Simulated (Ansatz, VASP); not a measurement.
This is a calculation of KBr for VASP 6.6.1.

INCAR

```
SYSTEM = KBr
PREC = Accurate ; ENCUT = 600
EDIFF = 1E-7 ; ISMEAR = -1
SIGMA = 0.05 ; LREAL = .FALSE.
LASPH = .TRUE. ; NELM = 100
ALGO = Normal ; ISIF = 3
LWAVE = .FALSE. ; LCHARG = .FALSE.
GGA = RE ; IBRION = 2
NSW = 60 ; EDIFFG = -0.01
```

File KPOINTS:

```
regular mesh
0
G
  7 7 7
  0 0 0
```

Contents of POSCAR:

```
KBr
1.0
    0.0000000000      3.3000000000      3.3000000000
    3.3000000000      0.0000000000      3.3000000000
    3.3000000000      3.3000000000      0.0000000000
Br K
1 1
Direct
    0.5000000000      0.5000000000      0.5000000000
    0.0000000000      0.0000000000      0.0000000000
```

Potentials or basis: VASP PAW PBE potentials, release 64 (Br, K_sv).

Run with:

```console
$ cat potpaw_PBE.64/Br/POTCAR potpaw_PBE.64/K_sv/POTCAR > POTCAR
$ mpirun -np 1 vasp_std > vasp.out
```

Question: Translate it to Ansatz 0.2.0. Potentials there: Ansatz PAW.

Answer: As run (the cutoff follows the program's own potentials):

The input input.yaml:

```yaml
crystal:
  lattice:
    - [0.0, 3.3, 3.3]
    - [3.3, 0.0, 3.3]
    - [3.3, 3.3, 0.0]
  atoms:
    - { symbol: Br, position: [0.5, 0.5, 0.5] }
    - { symbol: K, position: [0.0, 0.0, 0.0] }
hamiltonian:
  xc: revpbe
  pseudopotentials: { kind: paw }
kpoints:
  mp_grid: { grid: [7, 7, 7] }
scf:
  occupations: { method: fermi_dirac, width: 0.05 }
output:
  forces: true
  stress: true
  eigenvalues: true
relax:
  f_tol: 0.01
  max_steps: 40
  cell: { stress_tol: 0.05 }
```

Potentials or basis: Ansatz PAW.

Run with:

```sh
$ ansatz run input.yaml --threads 1 --pin off --max-ram 3584MiB --backend cpu --events-out ev --progress --plain --runs-dir out
```

Both were run:

|  | VASP | Ansatz | Ansatz less VASP |
| --- | --- | --- | --- |
| gap on the k mesh at the Fermi level, each at its own relaxed structure (eV) | 4.40 | 4.40 | +0.002 |
| relaxed volume (Å³/atom) | 41.00 | 40.94 | -0.061 |
| relaxed cell length with the largest relative difference (Å) | 4.877 | 4.874 | -0.0024 |

VASP's potentials were made for PBE, not for revPBE.

Noted on Ansatz's run: odd divisions of the mesh miss points on the zone boundary, where band edges often lie, so the gap on the mesh can be too wide; the plane-wave basis is chosen anew once the cell has moved, so the energies of steps on either side of that aren't comparable.
